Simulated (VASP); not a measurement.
Write the native input for VASP 6.6.1 that does the following.

```yaml
Task: single point
Functional: PBE
Potentials_or_basis: VASP PAW PBE potentials, release 64 (K_sv, Mg, Ga_d, C, N)
Cutoff: 520 eV
k_mesh: 4 × 4 × 4
Occupations: gaussian, width 0.1 eV
Spin: collinear spin, ferromagnetic start
Starting_moments: "[0.0, 0.0, 0.0, 0.0, 1.0, 1.0, 1.0, 1.0, 1.0, 1.0, 1.0, 1.0, 1.0, 1.0, 1.0, 1.0] μB"
Dipole_correction: no
Further_INCAR_settings: LREAL = Auto; ALGO = Normal; EDIFF = 1e-07; NBANDS = 62
```

The structure of K2MgGaC6N6 lies in POSCAR:

```
K2MgGaC6N6
1.0
    0.0000000000      5.1410000000      5.1410000000
    5.1410000000      0.0000000000      5.1410000000
    5.1410000000      5.1410000000      0.0000000000
K Mg Ga C N
2 1 1 6 6
Direct
    0.2500000000      0.2500000000      0.2500000000
    0.7500000000      0.7500000000      0.7500000000
    0.5000000000      0.5000000000      0.5000000000
    0.0000000000      0.0000000000      0.0000000000
    0.8156000800      0.1843999200      0.1843999200
    0.1843999200      0.8156000800      0.1843999200
    0.1843999200      0.1843999200      0.8156000800
    0.1843999200      0.8156000800      0.8156000800
    0.8156000800      0.1843999200      0.8156000800
    0.8156000800      0.8156000800      0.1843999200
    0.7018089900      0.2981910100      0.2981910100
    0.2981910100      0.7018089900      0.2981910100
    0.2981910100      0.2981910100      0.7018089900
    0.2981910100      0.7018089900      0.7018089900
    0.7018089900      0.2981910100      0.7018089900
    0.7018089900      0.7018089900      0.2981910100
```

These files were run (other wordings do the same):

INCAR

```
SYSTEM = K2MgGaC6N6
  PREC = Accurate
  ENCUT = 520
  EDIFF = 1E-7
  ISMEAR = 0
  SIGMA = 0.1
  LREAL = Auto
  LASPH = .TRUE.
  NELM = 150
  ALGO = Normal
  ISIF = 2
  LWAVE = .FALSE.
  LCHARG = .FALSE.
  ISPIN = 2
  MAGMOM = 0 0 0 0 1 1 1 1 1 1 1 1 1 1 1 1
  LORBIT = 11
  GGA = PE
  NBANDS = 62
```

KPOINTS

```
Automatic mesh
0
G
  4 4 4
  0 0 0
```

Potentials or basis: VASP PAW PBE potentials, release 64 (K_sv, Mg, Ga_d, C, N).

Run with:

```sh
$ cat potpaw_PBE.64/K_sv/POTCAR potpaw_PBE.64/Mg/POTCAR potpaw_PBE.64/Ga_d/POTCAR potpaw_PBE.64/C/POTCAR potpaw_PBE.64/N/POTCAR > POTCAR
$ mpirun -np 1 vasp_std > vasp.out
```

It gave:

| Quantity | Value |
| --- | --- |
| Pressure | 12.1 GPa |
| Largest force | 2.288 eV/Å |
| Net moment | 0.00 μB per cell |
| Valence electrons inside the program's atomic spheres | K 7.52; Mg 0.41; Ga 12.53; C 2.66; N 3.91 |

Caveat: the cell stands under pressure; forces of over 1 eV/Å act on the atoms, so gaps and moduli don't describe the material at rest.

Wall time 7.6 min on 1 thread of AMD EPYC 9R45 96-Core Processor (Zen 5), on a shared host, peak memory 0.58 GiB.
